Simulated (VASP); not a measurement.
# SnO (P4/nmm) in VASP: a series of runs

The runs below take SnO through single point, with PBE.

Program: VASP 6.6.1. These are calculated values, not measurements. Logs are shortened: lines on timing, memory, paths and dates and some standing lists are left out, and cuts for length are marked.

## (1) The cell of the first run

The structure is tetragonal, space group P4/nmm (No. 129). Conventional cell: a = 3.802 Å, b = 3.802 Å, c = 4.836 Å, α = 90.00°, β = 90.00°, γ = 90.00°. Sn (site symmetry 4mm) has 4 O at 2.22 Å within 2.9 Å. Within 2.9 Å of O (site symmetry -4m2) lie 4 Sn at 2.22 Å and 4 O at 2.69 Å.

## (2) Single point, PBE

The input, INCAR:

```
PREC = Accurate
ENCUT = 520
EDIFF = 1E-7
ISMEAR = 0
SIGMA = 0.15
LREAL = False
LASPH = True
NELM = 80
ALGO = Normal
ISIF = 2
LWAVE = False
LCHARG = False
GGA = PE
NBANDS = 50
```

The input, KPOINTS:

```
regular mesh
0
Gamma
  12 12 5
```

The input, POSCAR:

```
SnO
1.0
   -3.8020000000      0.0000000000      0.0000000000
    0.0000000000     -3.8020000000      0.0000000000
    0.0000000000      0.0000000000      9.6720000000
Sn O
4 4
Direct
    0.0000000000      0.5000000000      0.1192500000
    0.0000000000      0.5000000000      0.6192500000
    0.5000000000      0.0000000000      0.3807500000
    0.5000000000      0.0000000000      0.8807500000
    0.0000000000      0.0000000000      0.0000000000
    0.0000000000      0.0000000000      0.5000000000
    0.5000000000      0.5000000000      0.0000000000
    0.5000000000      0.5000000000      0.5000000000
```

Potentials or basis: VASP PAW PBE potentials, release 64 (Sn_d, O).

Command:

```sh
cat potpaw_PBE.64/Sn_d/POTCAR potpaw_PBE.64/O/POTCAR > POTCAR
mpirun -np 1 vasp_std > vasp.out
```

OUTCAR:

```text
PREC = Accurate
   ENCUT = 520
   EDIFF = 1E-7
   ISMEAR = 0
   LREAL = False
   LASPH = True
   NELM = 80
   ISIF = 2
   GGA = PE

 ion  position               nearest neighbor table
   1  0.000  0.500  0.119-   5 2.22   7 2.22   5 2.22   7 2.22   4 3.54   4 3.54   4 3.54   4 3.54
                             3 3.69   3 3.69   3 3.69   3 3.69
   2  0.000  0.500  0.619-   6 2.22   8 2.22   6 2.22   8 2.22   3 3.54   3 3.54   3 3.54   3 3.54
                             4 3.69   4 3.69   4 3.69   4 3.69
   3  0.500  0.000  0.381-   6 2.22   8 2.22   8 2.22   6 2.22   2 3.54   2 3.54   2 3.54   2 3.54
                             1 3.69   1 3.69   1 3.69   1 3.69
   4  0.500  0.000  0.881-   5 2.22   7 2.22   7 2.22   5 2.22   1 3.54   1 3.54   1 3.54   1 3.54
                             2 3.69   2 3.69   2 3.69   2 3.69
   5  0.000  0.000  0.000-   1 2.22   4 2.22   1 2.22   4 2.22
   6  0.000  0.000  0.500-   2 2.22   3 2.22   2 2.22   3 2.22
   7  0.500  0.500  0.000-   1 2.22   4 2.22   4 2.22   1 2.22
   8  0.500  0.500  0.500-   2 2.22   3 2.22   3 2.22   2 2.22

  LATTYP: Found a simple tetragonal cell.
 ALAT       =     3.8020000000
 C/A-ratio  =     2.5439242504

  Lattice vectors:

 A1 = (  -3.8020000000,   0.0000000000,   0.0000000000)
 A2 = (   0.0000000000,  -3.8020000000,   0.0000000000)
 A3 = (   0.0000000000,   0.0000000000,   9.6720000000)

Analysis of symmetry for initial positions (statically):
=====================================================================
 Subroutine PRICEL returns following result:

  LATTYP: Found a simple tetragonal cell.
 ALAT       =     3.8020000000
 C/A-ratio  =     1.2719621252

  Lattice vectors:

 A1 = (  -3.8020000000,   0.0000000000,   0.0000000000)
 A2 = (   0.0000000000,  -3.8020000000,   0.0000000000)
 A3 = (   0.0000000000,   0.0000000000,   4.8360000000)

   2 primitive cells build up your supercell.

 Routine SETGRP: Setting up the symmetry group for a
 simple tetragonal supercell.

 Subroutine GETGRP returns: Found 16 space group operations
 (whereof  8 operations were pure point group operations)
 out of a pool of 16 trial point group operations.

The static configuration has the point symmetry D_2d.
 The point group associated with its full space group is D_4h.

Analysis of symmetry for dynamics (positions and initial velocities):
=====================================================================
 Subroutine PRICEL returns following result:

  LATTYP: Found a simple tetragonal cell.
 ALAT       =     3.8020000000
 C/A-ratio  =     1.2719621252

  Lattice vectors:

 A1 = (  -3.8020000000,   0.0000000000,   0.0000000000)
 A2 = (   0.0000000000,  -3.8020000000,   0.0000000000)
 A3 = (   0.0000000000,   0.0000000000,   4.8360000000)

   2 primitive cells build up your supercell.

 Routine SETGRP: Setting up the symmetry group for a
 simple tetragonal supercell.

 Subroutine GETGRP returns: Found 16 space group operations
 (whereof  8 operations were pure point group operations)
 out of a pool of 16 trial point group operations.

The dynamic configuration has the point symmetry D_2d.
 The point group associated with its full space group is D_4h.

 Subroutine INISYM returns: Found 16 space group operations
 (whereof  8 operations are pure point group operations),
 and found     2 'primitive' translations

----------------------------------------------------------------------------------------

                                     Primitive cell

  volume of cell :      69.9054

  direct lattice vectors                    reciprocal lattice vectors
    -3.802000000  0.000000000  0.000000000    -0.263019463  0.000000000  0.000000000
     0.000000000 -3.802000000  0.000000000     0.000000000 -0.263019463  0.000000000
     0.000000000  0.000000000  4.836000000     0.000000000  0.000000000  0.206782465

  length of vectors
     3.802000000  3.802000000  4.836000000     0.263019463  0.263019463  0.206782465

  position of ions in fractional coordinates (direct lattice)
     0.000000000  0.500000000  0.238500000
     0.500000000  0.000000000  0.761500000
     0.000000000  0.000000000  0.000000000
     0.500000000  0.500000000  0.000000000

  ion indices of the primitive-cell ions
   primitive index   ion index
                 1           1
                 2           4
                 3           5
                 4           7

----------------------------------------------------------------------------------------

 KPOINTS: regular mesh

Automatic generation of k-mesh.
 Grid dimensions read from file:
 generate k-points for:   12   12    5

 Generating k-lattice:

  Cartesian coordinates                     Fractional coordinates (reciprocal lattice)
    -0.021918289  0.000000000  0.000000000     0.083333333  0.000000000  0.000000000
     0.000000000 -0.021918289  0.000000000     0.000000000  0.083333333  0.000000000
     0.000000000  0.000000000  0.020678246     0.000000000  0.000000000  0.200000000

  Length of vectors
     0.021918289  0.021918289  0.020678246

  Shift w.r.t. Gamma in fractional coordinates (k-lattice)
     0.000000000  0.000000000  0.000000000

 Subroutine IBZKPT returns following result:
 ===========================================

 Found     84 irreducible k-points:

 Following reciprocal coordinates:
            Coordinates               Weight
  0.000000  0.000000  0.000000      1.000000
  0.083333  0.000000  0.000000      4.000000
  0.166667  0.000000  0.000000      4.000000
  0.250000  0.000000  0.000000      4.000000
  0.333333  0.000000  0.000000      4.000000
  0.416667  0.000000  0.000000      4.000000
[... 16 lines left out ...]
  0.333333  0.333333  0.000000      4.000000
  0.416667  0.333333  0.000000      8.000000
 [... further k-points ...]
   k-points           NKPTS =     84   k-points in BZ     NKDIM =     84   number of bands    NBANDS=     50
   number of dos      NEDOS =    301   number of ions     NIONS =      8
   total plane-waves  NPLWV =  56448
   dimension x,y,z NGX =    28 NGY =   28 NGZ =   72
   dimension x,y,z NGXF=    56 NGYF=   56 NGZF=  144
   ions per type =               4   4
   NGX,Y,Z   is equivalent  to a cutoff of  12.24, 12.24, 12.38 a.u.
   NGXF,Y,Z  is equivalent  to a cutoff of  24.49, 24.49, 24.75 a.u.
 SYSTEM =  unknown system
   PREC   = accura    normal or accurate (medium, high low for compatibility)
   ISTART =      0    job   : 0-new  1-cont  2-samecut
   ICHARG =      2    charge: 1-file 2-atom 10-const
   ISPIN  =      1    spin polarized calculation?
   LNONCOLLINEAR =      F non collinear calculations
   LSORBIT =      F    spin-orbit coupling
   LASPH  =      T    aspherical Exc in radial PAW
   ENCUT  =  520.0 eV  38.22 Ry    6.18 a.u.   7.07  7.07 17.98*2*pi/ulx,y,z
   NELM   =     80;   NELMIN=  2; NELMDL= -5     # of ELM steps
   EDIFF  = 0.1E-06   stopping-criterion for ELM
   LREAL  =      F    real-space projection
   EDIFFG = 0.1E-05   stopping-criterion for IOM
   NSW    =      0    number of steps for IOM
   IBRION =     -1    ionic relax: 0-MD 1-quasi-New 2-CG
   NFREE  =      0    steps in history (QN), initial steepest desc. (CG)
   ISIF   =      2    stress and relaxation
   ISYM   =      2    0-nonsym 1-usesym 2-fastsym
   POTIM  = 0.5000    time-step for ionic-motion
   TEBEG  =    0.0;   TEEND  =   0.0 temperature during run
   PSTRESS=    0.0 pullay stress
   NELECT =      80.0000    total number of electrons
   NUPDOWN=      -1.0000    fix difference up-down
   EMIN   =  10.00;   EMAX   =-10.00  energy-range for DOS
   EFERMI =   0.00;   METHOD = LEGACY
   ISMEAR =     0;   SIGMA  =   0.15  broadening in eV -4-tet -1-fermi 0-gaus
   EFERMI_NEDOS =   21; number of points for ismear=-14 and -15
   IALGO  =     38    algorithm
   IMIX   =      4    mixing-type and parameters
     AMIX     =   0.40;   BMIX     =  1.00
     AMIX_MAG =   1.60;   BMIX_MAG =  1.00
  volume/ion in A,a.u.               =      17.48       117.94
  Fermi-wavevector in a.u.,A,eV,Ry     =   1.359121  2.568365 25.132801  1.847209
  Thomas-Fermi vector in A             =   2.485896
   LORBIT       =      0    0 simple, 1 ext, 2 COOP (PROOUT), +10 PAW based schemes
   GGA     = PE    functional components
   LHFCALC =     F    Hartree Fock is set to
   AEXX    =    0.0000 exact exchange contribution
   IVDW    =     0    specifies the selected vdW correction
   LEPSILON=     F    determine dielectric tensor
   LRPA    =     F    only Hartree local field effects (RPA)
 non-spin polarized calculation
 Gauss-broadening in eV      SIGMA  =   0.15
  energy-cutoff  :      520.00
  volume of cell :      139.81
 maximum number of plane-waves:      3788
   NGX = 15   NGY = 15   NGZ = 35

 number of electron      79.9999981 magnetization

 Free energy of the ion-electron system (eV)
  ---------------------------------------------------
  ext. energy  EPLUGINS =         0.00000000
  ---------------------------------------------------
  free energy    TOTEN  =       -45.33988453 eV

  energy without entropy =      -45.33778599  energy(sigma->0) =      -45.33883526

 E-fermi :   7.3398     XC(G=0): -10.2685

 val. band max:        7.2649926477   @ k =   0.5000   0.5000   0.0000
 cond. band min:       7.4162560755   @ k =   0.5000   0.5000   0.2000
 fundamental gap:      0.1512634277
 Fermi energy:         7.3398381068

 k-point     1 :       0.0000    0.0000    0.0000
  band No.  band energies     occupation
      1     -14.8272      2.00000
      2     -14.8099      2.00000
      3     -14.4023      2.00000
      4     -14.3861      2.00000
      5     -14.3861      2.00000
      6     -14.3847      2.00000
[... 42 lines left out ...]
     49      12.9514      0.00000
     50      12.9514      0.00000

 k-point     2 :       0.0833    0.0000    0.0000
  band No.  band energies     occupation
      1     -14.8234      2.00000
      2     -14.8074      2.00000
      3     -14.4012      2.00000
      4     -14.3848      2.00000
      5     -14.3843      2.00000
      6     -14.3834      2.00000
[... 1158 lines left out ...]
 k-point    24 :       0.4167    0.3333    0.0000
  band No.  band energies     occupation
      1     -14.7668      2.00000
      2     -14.7486      2.00000
      3     -14.7252      2.00000
      4     -14.7086      2.00000
      5     -14.3621      2.00000
      6     -14.3576      2.00000
[... 42 lines left out ...]
     49      12.8960      0.00000
     50      13.9829      0.00000

 [... further k-points ...]

------------------------ aborting loop because EDIFF is reached ----------------------------------------

  FORCE on cell =-STRESS in cart. coord.  units (eV):
  Direction    XX          YY          ZZ          XY          YZ          ZX
  --------------------------------------------------------------------------------------
  -------------------------------------------------------------------------------------
  Total        4.2085253      4.2085253      3.1706195      0.0000000      0.0000000     -0.0000000
  in kB       48.2280838     48.2280838     36.3340821      0.0000000      0.0000000     -0.0000000
  external PRESSURE =      44.2634166 kB  Pullay stress =       0.0000000 kB

 VOLUME and BASIS-vectors are now :
 -----------------------------------------------------------------------------
  energy-cutoff  :      520.00
  volume of cell :      139.81
      direct lattice vectors                 reciprocal lattice vectors
    -3.802000000  0.000000000  0.000000000    -0.263019463  0.000000000  0.000000000
     0.000000000 -3.802000000  0.000000000     0.000000000 -0.263019463  0.000000000
     0.000000000  0.000000000  9.672000000     0.000000000  0.000000000  0.103391232

 POSITION                                       TOTAL-FORCE (eV/Angst)
 -----------------------------------------------------------------------------------
      0.00000     -1.90100      1.15339        -0.000000     -0.000000      0.438250
      0.00000     -1.90100      5.98939         0.000000     -0.000000      0.438250
     -1.90100      0.00000      3.68261        -0.000000      0.000000     -0.438250
     -1.90100      0.00000      8.51861         0.000000      0.000000     -0.438250
      0.00000      0.00000      0.00000        -0.000000     -0.000000     -0.000000
      0.00000      0.00000      4.83600        -0.000000     -0.000000     -0.000000
     -1.90100     -1.90100      0.00000        -0.000000      0.000000     -0.000000
     -1.90100     -1.90100      4.83600         0.000000      0.000000     -0.000000
 -----------------------------------------------------------------------------------
    total drift:                               -0.000000     -0.000000      0.000000

  FREE ENERGIE OF THE ION-ELECTRON SYSTEM (eV)
  ---------------------------------------------------
  free  energy   TOTEN  =       -45.3398845309 eV

  energy  without entropy=      -45.3377859935  energy(sigma->0) =      -45.33883526
```

It took 5.1 min on 1 thread of Intel Xeon 6975P-C (Granite Rapids), shared host; peak memory 0.51 GiB.

Results:

| Property | Result |
| --- | --- |
| Free energy | -45.3399 eV |
| Pressure | 4.4 GPa |
| Largest force | 0.438 eV/Å |

Forces in eV/Å, atoms in the order of the input:
```
Sn   0.000  0.000  0.438
Sn   0.000  0.000  0.438
Sn   0.000  0.000 -0.438
Sn   0.000  0.000 -0.438
O    0.000  0.000  0.000
O    0.000  0.000  0.000
O    0.000  0.000  0.000
O    0.000  0.000  0.000
```

Stress tensor (GPa, compression positive):
```
4.82 0.00 0.00
0.00 4.82 0.00
0.00 0.00 3.63
```

Caveat: spin-orbit coupling is left out, which moves the levels of the heavy elements.

## (3) Single point, PBE

This run uses another cell than the first one: it holds 4 atoms, not 8.

The input, INCAR:

```
ALGO = Normal
EDIFF = 1E-7
ENCUT = 520
GGA = PE
ISIF = 2
ISMEAR = 0
LASPH = True
LCHARG = True
LELF = True
LREAL = False
LVHAR = True
LWAVE = False
NBANDS = 28
NELM = 60
PREC = Accurate
SIGMA = 0.15
```

The input, KPOINTS:

```
k-points
0
Gamma
  12 12 10
```

The input, POSCAR:

```
SnO
1.0
    3.8020000000      0.0000000000      0.0000000000
    0.0000000000      3.8020000000      0.0000000000
    0.0000000000      0.0000000000      4.8360000000
Sn O
2 2
Direct
    0.0000000000      0.5000000000      0.2385000000
    0.5000000000      0.0000000000      0.7615000000
    0.0000000000      0.0000000000      0.0000000000
    0.5000000000      0.5000000000      0.0000000000
```

Potentials or basis: VASP PAW PBE potentials, release 64 (Sn_d, O).

Command:

```sh
cat potpaw_PBE.64/Sn_d/POTCAR potpaw_PBE.64/O/POTCAR > POTCAR
mpirun -np 1 vasp_std > vasp.out
```

It took 4.2 min on 1 thread of Intel Xeon Platinum 8488C (Sapphire Rapids), shared host; peak memory 0.37 GiB.

Results (log left out):

| Quantity | Value |
| --- | --- |
| Free energy | -22.6700 eV |
| Pressure | 4.4 GPa |
| Largest force | 0.438 eV/Å |

Forces in eV/Å, atoms in the order of the input:
```
Sn   0.000  0.000  0.438
Sn   0.000  0.000 -0.438
O    0.000  0.000  0.000
O    0.000  0.000  0.000
```

Stress tensor (GPa, compression positive):
```
4.83 0.00 0.00
0.00 4.83 0.00
0.00 0.00 3.64
```

Levels at points of the mesh, in eV from the Fermi level:
```tsv
k point	band 17	band 18	band 19	band 20	band 21	band 22	band 23	band 24
(0.00, 0.00, 0.00)	-3.64	-3.32	-3.32	-0.10	1.99	4.27	4.54	4.54
(0.50, 0.00, 0.00)	-5.00	-5.00	-2.87	-2.87	3.07	3.07	5.79	5.79
(0.50, 0.50, 0.00)	-2.66	-2.66	-2.03	-2.03	-0.07	-0.07	4.33	4.33
(0.00, 0.00, 0.50)	-3.34	-3.34	-3.24	-2.38	1.59	2.82	2.82	3.56
(0.50, 0.00, 0.50)	-4.96	-4.96	-1.89	-1.89	2.46	2.46	5.30	5.30
(0.50, 0.50, 0.50)	-2.83	-2.83	-2.66	-2.66	2.19	2.19	3.93	3.93
```

Caveat: spin-orbit coupling is left out, which moves the levels of the heavy elements.

## (4) Single point, PBE

This run uses another cell than the first one: it holds 4 atoms, not 8.

The input, INCAR:

```
SYSTEM = SnO
PREC = Accurate
ENCUT = 520
EDIFF = 1E-6
ISMEAR = 0
SIGMA = 0.15
LREAL = .False.
LASPH = .True.
NELM = 80
ALGO = Normal
ISIF = 2
LWAVE = .False.
LCHARG = .True.
GGA = PE
LELF = .True.
LVHAR = .True.
NBANDS = 28
```

The input, KPOINTS:

```
regular mesh
0
Gamma
  14 14 12
  0 0 0
```

POSCAR is that of step 3.

Command:

```sh
cat potpaw_PBE.64/Sn_d/POTCAR potpaw_PBE.64/O/POTCAR > POTCAR
mpirun -np 1 vasp_std > vasp.out
```

Run time: 6.1 min. Hardware: 1 thread of Intel Xeon Platinum 8488C (Sapphire Rapids), shared host; peak memory 0.47 GiB.

Results (log left out):

```yaml
Free_energy: -22.6700 eV
Pressure: 4.4 GPa
Largest_force: 0.438 eV/Å
```

Forces on the atoms (eV/Å):
```
Sn   0.000  0.000  0.438
Sn   0.000  0.000 -0.438
O    0.000  0.000  0.000
O    0.000  0.000  0.000
```

Stress tensor (GPa, compression positive):
```
4.82 0.00 0.00
0.00 4.82 0.00
0.00 0.00 3.63
```

Levels at points of the mesh, in eV from the Fermi level:
```tsv
k point	band 18	band 19	band 20	band 21	band 22	band 23
(0.00, 0.00, 0.00)	-3.32	-3.32	-0.11	1.99	4.27	4.54
(0.50, 0.00, 0.00)	-5.00	-2.87	-2.87	3.07	3.07	5.78
(0.50, 0.50, 0.00)	-2.66	-2.03	-2.03	-0.08	-0.08	4.33
(0.00, 0.00, 0.50)	-3.34	-3.24	-2.39	1.59	2.81	2.81
(0.50, 0.00, 0.50)	-4.97	-1.89	-1.89	2.46	2.46	5.29
(0.50, 0.50, 0.50)	-2.83	-2.66	-2.66	2.19	2.19	3.93
```

Caveat: spin-orbit coupling is left out, which moves the levels of the heavy elements.

## (5) Summary

| cell | k mesh | pressure (GPa) | largest force (eV/Å) |
| --- | --- | --- | --- |
| a = 3.802, b = 3.802, c = 9.672 Å, 8 atoms | 12 × 12 × 5 | 4.4 | 0.44 |
| a = 3.802, b = 3.802, c = 4.836 Å, 4 atoms | 12 × 12 × 10 | 4.4 | 0.44 |
| a = 3.802, b = 3.802, c = 4.836 Å, 4 atoms | 14 × 14 × 12 | 4.4 | 0.44 |

Alike in all rows: task single point; level PBE; potentials or basis VASP PAW PBE potentials, release 64 (Sn_d, O); no spin polarisation; cutoff (eV) 520; smearing gaussian 0.15 eV.

Caveats: spin-orbit coupling is left out, which moves the levels of the heavy elements.

Absolute energies hang on the potentials; compare differences alone.
